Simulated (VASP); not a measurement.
# KBr (Imm2) in VASP: further runs

KBr is run at these levels: PBE, HSE06; tasks: single point.

Everything below comes from runs of VASP 6.6.1. Logs are shortened: lines on timing, memory, paths and dates and some standing lists are left out, and cuts for length are marked.

## Step 1: The cell of the first run

Symmetry: Imm2, No. 44, orthorhombic system. The conventional cell has a = 5.130 Å, b = 5.302 Å, c = 7.377 Å, α = 90.00°, β = 90.00°, γ = 90.00°. Within 4.2 Å of K (site symmetry mm2) lie 4 Br at 3.19 to 3.20 Å. Within 4.2 Å of Br (site symmetry mm2) lie 4 K at 3.19 to 3.20 Å.

## Step 2: Single point, PBE (shear xy strain +3.3%)

Input file INCAR:

```
ALGO = Normal
EDIFF = 1E-6
ENCUT = 520
GGA = PE
ISIF = 2
ISMEAR = -1
LASPH = T
LCHARG = T
LELF = T
LREAL = F
LVHAR = T
LWAVE = F
NBANDS = 15
NELM = 100
PREC = Accurate
SIGMA = 0.02
```

Input file KPOINTS:

```
k-points
0
Gamma
  6 6 6
```

Input file POSCAR:

```
KBr
1.0
    0.0610413531      3.6882992785      3.6882992785
    3.6882992785      0.0610413531      3.6882992785
    3.7493406316      3.7493406316      0.0000000000
K Br
1 1
Direct
    0.0037670664      0.0037670664     -0.0037670664
    0.2462329336      0.2462329336      0.2537670664
```

Potentials or basis: VASP PAW PBE potentials, release 64 (K_sv, Br).

Command:

```
$ cat potpaw_PBE.64/K_sv/POTCAR potpaw_PBE.64/Br/POTCAR > POTCAR
$ mpirun -np 1 vasp_std > vasp.out
```

OUTCAR:

```text
EDIFF = 1E-6
   ENCUT = 520
   GGA = PE
   ISIF = 2
   ISMEAR = -1
   LASPH = T
   LREAL = F
   NELM = 100
   PREC = Accurate

 ion  position               nearest neighbor table
   1  0.004  0.004  0.996-   2 3.19   2 3.19   2 3.20   2 3.20
   2  0.246  0.246  0.254-   1 3.19   1 3.19   1 3.20   1 3.20

  LATTYP: Found a body centered orthorhombic cell.
 ALAT       =     5.1297173523
 B/A-ratio  =     1.0336570238
 C/A-ratio  =     1.4380126721

  Lattice vectors:

 A1 = (   3.6882992785,   0.0610413531,  -3.6882992785)
 A2 = (  -3.6882992785,  -0.0610413531,  -3.6882992785)
 A3 = (   0.0610413531,   3.6882992785,   3.6882992785)

Analysis of symmetry for initial positions (statically):
=====================================================================
 Subroutine PRICEL returns:
 Original cell was already a primitive cell.

 Routine SETGRP: Setting up the symmetry group for a
 body centered orthorhombic supercell.

 Subroutine GETGRP returns: Found  4 space group operations
 (whereof  4 operations were pure point group operations)
 out of a pool of  8 trial point group operations.

The static configuration has the point symmetry C_2v.

Analysis of symmetry for dynamics (positions and initial velocities):
=====================================================================
 Subroutine PRICEL returns:
 Original cell was already a primitive cell.

 Routine SETGRP: Setting up the symmetry group for a
 body centered orthorhombic supercell.

 Subroutine GETGRP returns: Found  4 space group operations
 (whereof  4 operations were pure point group operations)
 out of a pool of  8 trial point group operations.

The dynamic configuration has the point symmetry C_2v.

 Subroutine INISYM returns: Found  4 space group operations
 (whereof  4 operations are pure point group operations),
 and found     1 'primitive' translations

----------------------------------------------------------------------------------------

                                     Primitive cell

  volume of cell :     100.3205

  direct lattice vectors                    reciprocal lattice vectors
     0.061041353  3.688299279  3.688299279    -0.137845174  0.137845174  0.135563836
     3.688299279  0.061041353  3.688299279     0.137845174 -0.137845174  0.135563836
     3.749340632  3.749340632  0.000000000     0.133356782  0.133356782 -0.135563836

  length of vectors
     5.216400021  5.216400021  5.302368371     0.237445020  0.237445020  0.232261956

  position of ions in fractional coordinates (direct lattice)
     0.003767066  0.003767066  0.996232934
     0.246232934  0.246232934  0.253767066

  ion indices of the primitive-cell ions
   primitive index   ion index
                 1           1
                 2           2

----------------------------------------------------------------------------------------

 KPOINTS: k-points

Automatic generation of k-mesh.
 Grid dimensions read from file:
 generate k-points for:    6    6    6

 Generating k-lattice:

  Cartesian coordinates                     Fractional coordinates (reciprocal lattice)
    -0.022974196  0.022974196  0.022593973     0.166666667 -0.000000000  0.000000000
     0.022974196 -0.022974196  0.022593973    -0.000000000  0.166666667  0.000000000
     0.022226130  0.022226130 -0.022593973     0.000000000  0.000000000  0.166666667

  Length of vectors
     0.039574170  0.039574170  0.038710326

  Shift w.r.t. Gamma in fractional coordinates (k-lattice)
     0.000000000  0.000000000  0.000000000

 Subroutine IBZKPT returns following result:
 ===========================================

 Found     46 irreducible k-points:

 Following reciprocal coordinates:
            Coordinates               Weight
  0.000000  0.000000  0.000000      1.000000
  0.166667 -0.000000  0.000000      4.000000
  0.333333 -0.000000  0.000000      4.000000
  0.500000 -0.000000  0.000000      2.000000
  0.166667  0.166667  0.000000      2.000000
  0.333333  0.166667  0.000000      4.000000
[... 16 lines left out ...]
 -0.166667  0.333333  0.166667      4.000000
  0.500000  0.500000  0.166667      4.000000
 [... further k-points ...]
   k-points           NKPTS =     46   k-points in BZ     NKDIM =     46   number of bands    NBANDS=     15
   number of dos      NEDOS =    301   number of ions     NIONS =      2
   total plane-waves  NPLWV =  64000
   dimension x,y,z NGX =    40 NGY =   40 NGZ =   40
   dimension x,y,z NGXF=    80 NGYF=   80 NGZF=   80
   ions per type =               1   1
   NGX,Y,Z   is equivalent  to a cutoff of  12.75, 12.75, 12.54 a.u.
   NGXF,Y,Z  is equivalent  to a cutoff of  25.50, 25.50, 25.08 a.u.
 SYSTEM =  unknown system
   PREC   = accura    normal or accurate (medium, high low for compatibility)
   ISTART =      0    job   : 0-new  1-cont  2-samecut
   ICHARG =      2    charge: 1-file 2-atom 10-const
   ISPIN  =      1    spin polarized calculation?
   LNONCOLLINEAR =      F non collinear calculations
   LSORBIT =      F    spin-orbit coupling
   LASPH  =      T    aspherical Exc in radial PAW
   ENCUT  =  520.0 eV  38.22 Ry    6.18 a.u.   9.70  9.70  9.86*2*pi/ulx,y,z
   NELM   =    100;   NELMIN=  2; NELMDL= -5     # of ELM steps
   EDIFF  = 0.1E-05   stopping-criterion for ELM
   LREAL  =      F    real-space projection
   EDIFFG = 0.1E-04   stopping-criterion for IOM
   NSW    =      0    number of steps for IOM
   IBRION =     -1    ionic relax: 0-MD 1-quasi-New 2-CG
   NFREE  =      0    steps in history (QN), initial steepest desc. (CG)
   ISIF   =      2    stress and relaxation
   ISYM   =      2    0-nonsym 1-usesym 2-fastsym
   POTIM  = 0.5000    time-step for ionic-motion
   TEBEG  =    0.0;   TEEND  =   0.0 temperature during run
   PSTRESS=    0.0 pullay stress
   NELECT =      16.0000    total number of electrons
   NUPDOWN=      -1.0000    fix difference up-down
   EMIN   =  10.00;   EMAX   =-10.00  energy-range for DOS
   EFERMI =   0.00;   METHOD = LEGACY
   ISMEAR =    -1;   SIGMA  =   0.02  broadening in eV -4-tet -1-fermi 0-gaus
   EFERMI_NEDOS =   21; number of points for ismear=-14 and -15
   IALGO  =     38    algorithm
   IMIX   =      4    mixing-type and parameters
     AMIX     =   0.40;   BMIX     =  1.00
     AMIX_MAG =   1.60;   BMIX_MAG =  1.00
  volume/ion in A,a.u.               =      50.16       338.50
  Fermi-wavevector in a.u.,A,eV,Ry     =   0.887807  1.677711 10.724118  0.788200
  Thomas-Fermi vector in A             =   2.009153
   LORBIT       =      0    0 simple, 1 ext, 2 COOP (PROOUT), +10 PAW based schemes
   GGA     = PE    functional components
   LHFCALC =     F    Hartree Fock is set to
   AEXX    =    0.0000 exact exchange contribution
   IVDW    =     0    specifies the selected vdW correction
   LEPSILON=     F    determine dielectric tensor
   LRPA    =     F    only Hartree local field effects (RPA)
 non-spin polarized calculation
  energy-cutoff  :      520.00
  volume of cell :      100.32
 maximum number of plane-waves:      2738
   NGX = 19   NGY = 19   NGZ = 19

 number of electron      16.0000000 magnetization

 Free energy of the ion-electron system (eV)
  ---------------------------------------------------
  ext. energy  EPLUGINS =         0.00000000
  ---------------------------------------------------
  free energy    TOTEN  =        -6.03408524 eV

  energy without entropy =       -6.03408524  energy(sigma->0) =       -6.03408524

 E-fermi :  -2.6475     XC(G=0):  -5.9458

 val. band max:       -3.1077386071   @ k =   0.1667   0.1667   0.5000
 cond. band min:       1.1488692137   @ k =   0.0000   0.0000   0.0000
 fundamental gap:      4.2566078208
 Fermi energy:        -2.6474568265

 k-point     1 :       0.0000    0.0000    0.0000
  band No.  band energies     occupation
      1     -30.9196      2.00000
      2     -15.0044      2.00000
      3     -14.4188      2.00000
      4     -14.4163      2.00000
      5     -14.4151      2.00000
      6      -3.1672      2.00000
      7      -3.1448      2.00000
      8      -3.1189      2.00000
      9       1.1489      0.00000
     10       5.4802      0.00000
     11       5.4906      0.00000
     12       6.4374      0.00000
     13       6.4750      0.00000
     14       6.5094      0.00000
     15       6.9659      0.00000

 k-point     2 :       0.1667   -0.0000    0.0000
  band No.  band energies     occupation
      1     -30.9192      2.00000
      2     -15.0628      2.00000
      3     -14.4193      2.00000
      4     -14.4167      2.00000
      5     -14.3533      2.00000
      6      -3.2483      2.00000
      7      -3.1622      2.00000
      8      -3.1351      2.00000
      9       1.5868      0.00000
     10       5.2040      0.00000
     11       5.2596      0.00000
     12       6.1299      0.00000
     13       6.5339      0.00000
     14       6.8578      0.00000
     15       6.9758      0.00000

 k-point     3 :       0.3333   -0.0000    0.0000
  band No.  band energies     occupation
      1     -30.9184      2.00000
      2     -15.1547      2.00000
      3     -14.4228      2.00000
      4     -14.4199      2.00000
      5     -14.2501      2.00000
      6      -3.4378      2.00000
      7      -3.1530      2.00000
      8      -3.1357      2.00000
      9       2.5602      0.00000
     10       4.8648      0.00000
     11       4.9842      0.00000
     12       5.1487      0.00000
     13       6.4769      0.00000
     14       6.6181      0.00000
     15       6.7812      0.00000

 k-point     4 :       0.5000   -0.0000    0.0000
  band No.  band energies     occupation
      1     -30.9180      2.00000
      2     -15.1932      2.00000
      3     -14.4246      2.00000
      4     -14.4216      2.00000
      5     -14.2062      2.00000
      6      -3.5144      2.00000
      7      -3.1488      2.00000
      8      -3.1361      2.00000
      9       3.4129      0.00000
     10       3.8841      0.00000
     11       4.9503      0.00000
     12       5.1748      0.00000
     13       6.4628      0.00000
     14       6.5520      0.00000
     15       7.0833      0.00000
[... 307 lines left out ...]
 k-point    22 :      -0.3333    0.3333    0.1667
  band No.  band energies     occupation
      1     -30.9177      2.00000
      2     -15.2291      2.00000
      3     -14.4392      2.00000
      4     -14.4279      2.00000
      5     -14.1452      2.00000
      6      -3.4101      2.00000
      7      -3.3032      2.00000
      8      -3.1525      2.00000
      9       3.3526      0.00000
     10       4.0373      0.00000
     11       5.0059      0.00000
     12       5.5558      0.00000
     13       6.4632      0.00000
     14       6.8222      0.00000
     15       7.1683      0.00000

 k-point    23 :      -0.1667    0.3333    0.1667
  band No.  band energies     occupation
      1     -30.9179      2.00000
      2     -15.2049      2.00000
      3     -14.4349      2.00000
      4     -14.4254      2.00000
      5     -14.1785      2.00000
      6      -3.4478      2.00000
      7      -3.2260      2.00000
      8      -3.1514      2.00000
      9       3.1234      0.00000
     10       4.0833      0.00000
     11       5.0206      0.00000
     12       5.5528      0.00000
     13       6.5610      0.00000
     14       6.8092      0.00000
     15       7.0997      0.00000

 k-point    24 :       0.5000    0.5000    0.1667
  band No.  band energies     occupation
      1     -30.9178      2.00000
      2     -15.2343      2.00000
      3     -14.4332      2.00000
      4     -14.4314      2.00000
      5     -14.1405      2.00000
      6      -3.5066      2.00000
      7      -3.2189      2.00000
      8      -3.1174      2.00000
      9       3.0714      0.00000
     10       4.0249      0.00000
     11       5.2250      0.00000
     12       5.9652      0.00000
     13       6.5620      0.00000
     14       6.7646      0.00000
     15       6.8785      0.00000

 [... further k-points ...]

------------------------ aborting loop because EDIFF is reached ----------------------------------------

  FORCE on cell =-STRESS in cart. coord.  units (eV):
  Direction    XX          YY          ZZ          XY          YZ          ZX
  --------------------------------------------------------------------------------------
  -------------------------------------------------------------------------------------
  Total        0.1697199      0.1697199      0.1665356     -0.0466427      0.0000000      0.0000000
  in kB        2.7105279      2.7105279      2.6596723     -0.7449121      0.0000000      0.0000000
  external PRESSURE =       2.6935760 kB  Pullay stress =       0.0000000 kB

 VOLUME and BASIS-vectors are now :
 -----------------------------------------------------------------------------
  energy-cutoff  :      520.00
  volume of cell :      100.32
      direct lattice vectors                 reciprocal lattice vectors
     0.061041353  3.688299279  3.688299279    -0.137845174  0.137845174  0.135563836
     3.688299279  0.061041353  3.688299279     0.137845174 -0.137845174  0.135563836
     3.749340632  3.749340632  0.000000000     0.133356782  0.133356782 -0.135563836

 POSITION                                       TOTAL-FORCE (eV/Angst)
 -----------------------------------------------------------------------------------
      3.74934      3.74934      0.02779         0.000000      0.000000      0.002295
      1.87467      1.87467      1.81636        -0.000000     -0.000000     -0.002295
 -----------------------------------------------------------------------------------
    total drift:                               -0.000000     -0.000000     -0.000069

  FREE ENERGIE OF THE ION-ELECTRON SYSTEM (eV)
  ---------------------------------------------------
  free  energy   TOTEN  =        -6.0340852426 eV

  energy  without entropy=       -6.0340852426  energy(sigma->0) =       -6.03408524
```

It took 39 s on 1 thread of Intel Xeon 6975P-C (Granite Rapids), shared host; peak memory 0.26 GiB.

Results:

```
Free energy            : -6.0341 eV
Pressure               : 0.3 GPa
Band gap on the k mesh : 4.26 eV (least direct gap 4.27 eV)
```

Forces on the atoms (eV/Å):
```
K    0.000  0.000  0.002
Br   0.000  0.000 -0.002
```

Caveat: the cell differs from its parent crystal (shear xy strain +3.3%). A k mesh can miss the band edges.

## Step 3: Single point, HSE06 (shear xy strain +3.3%)

POSCAR is that of step 2.

Input file INCAR.step1:

```
SYSTEM = KBr
PREC = Accurate ; ENCUT = 520
EDIFF = 1E-5 ; ISMEAR = 0
SIGMA = 0.01 ; LREAL = .False.
LASPH = .True. ; NELM = 100
ALGO = Normal ; ISIF = 2
LWAVE = .True. ; LCHARG = .False.
NBANDS = 15 ; GGA = PE
```

Input file INCAR.step2:

```
SYSTEM = KBr
PREC = Accurate ; ENCUT = 520
EDIFF = 1E-6 ; ISMEAR = 0
SIGMA = 0.01 ; LREAL = .False.
LASPH = .True. ; NELM = 100
ALGO = Normal ; ISIF = 2
LWAVE = .False. ; LCHARG = .False.
GGA = PE ; LHFCALC = .True.
HFSCREEN = 0.2079 ; PRECFOCK = Normal
NBANDS = 15 ; ISTART = 1
```

Input file KPOINTS:

```
Automatic mesh
0
Gamma
  4 4 4
  0 0 0
```

Potentials or basis: VASP PAW PBE potentials, release 64 (K_sv, Br).

Command:

```
$ cat potpaw_PBE.64/K_sv/POTCAR potpaw_PBE.64/Br/POTCAR > POTCAR
$ cp INCAR.step1 INCAR
$ mpirun -np 1 vasp_std > vasp.out
$ cp INCAR.step2 INCAR
$ mpirun -np 1 vasp_std > vasp.out
```

It took 14 min on 1 thread of Intel Xeon 6975P-C (Granite Rapids), shared host; peak memory 0.36 GiB.

The run converged. Its results:

- Free energy: -6.9712 eV
- Pressure: 0.2 GPa
- Band gap on the k mesh: 5.37 eV (least direct gap 5.37 eV)

Stress tensor (GPa, compression positive):
```
 0.16 -0.08  0.00
-0.08  0.16  0.00
 0.00  0.00  0.15
```

Levels at points of the mesh, in eV from the valence-band top:
| k point | band 4 | band 5 | band 6 | band 7 | band 8 | band 9 | band 10 | band 11 | band 12 | band 13 |
| --- | --- | --- | --- | --- | --- | --- | --- | --- | --- | --- |
| (0.00, 0.00, 0.00) | -12.13 | -12.13 | -0.06 | -0.04 | -0.01 | 5.37 | 10.04 | 10.06 | 10.93 | 10.93 |
| (0.50, 0.00, 0.00) | -12.14 | -11.93 | -0.42 | -0.04 | -0.03 | 7.69 | 8.16 | 9.37 | 9.60 | 11.13 |
| (0.50, 0.50, 0.00) | -12.15 | -11.85 | -0.47 | -0.07 | -0.02 | 7.16 | 8.36 | 10.24 | 10.87 | 10.97 |
| (0.00, 0.00, 0.50) | -12.14 | -11.91 | -0.43 | -0.02 | 0.00 | 7.65 | 8.08 | 9.41 | 9.64 | 11.05 |
| (0.50, 0.00, 0.50) | -12.15 | -11.85 | -0.47 | -0.05 | -0.05 | 7.16 | 8.36 | 10.24 | 10.88 | 10.91 |

Caveat: the cell differs from its parent crystal (shear xy strain +3.3%); the PAW data sets were made with another functional, which shifts forces and pressure a little.
